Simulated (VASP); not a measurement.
Here is a VASP 6.6.1 calculation.

Contents of INCAR:

```
PREC     = Accurate       # precision mode
ENCUT    = 520            # plane-wave cutoff, eV
EDIFF    = 1E-7           # SCF threshold, eV
ISMEAR   = -1             # smearing method
SIGMA    = 0.05           # smearing width, eV
LREAL    = False          # projectors in reciprocal space
LASPH    = True           # aspherical terms in the spheres
NELM     = 150            # most SCF steps
ALGO     = Normal         # electronic algorithm
ISIF     = 2              # what is computed and relaxed
LWAVE    = False          # write WAVECAR
LCHARG   = False          # write CHGCAR
ISPIN    = 2              # spin polarisation
MAGMOM   = 2 0            # initial moments
LORBIT   = 11             # projections on sites
LMAXMIX  = 4              # l up to which the mixer works
GGA      = PE             # functional
NBANDS   = 18             # bands
```

File KPOINTS:

```
Automatic mesh
0
Gamma
  10 10 10
```

POSCAR

```
CoO
1.0
    0.0000000000      2.3279122262      2.3279122262
    2.3279122262      0.0000000000      2.3279122262
    2.3279122262      2.3279122262      0.0000000000
Co O
1 1
Direct
    0.0000000000      0.0000000000      0.0000000000
    0.2500000000      0.2500000000      0.2500000000
```

Potentials or basis: VASP PAW PBE potentials, release 64 (Co, O).

Command:

```sh
$ cat potpaw_PBE.64/Co/POTCAR potpaw_PBE.64/O/POTCAR > POTCAR
$ mpirun -np 1 vasp_std > vasp.out
```

Q: What does it give for the pressure?

A: -10.7 GPa.

Q: Estimate the site moments.

A: Co +2.53; O +0.32 μB.

Caveat: a cell with one magnetic atom can't hold antiferromagnetic order, which such compounds often take.
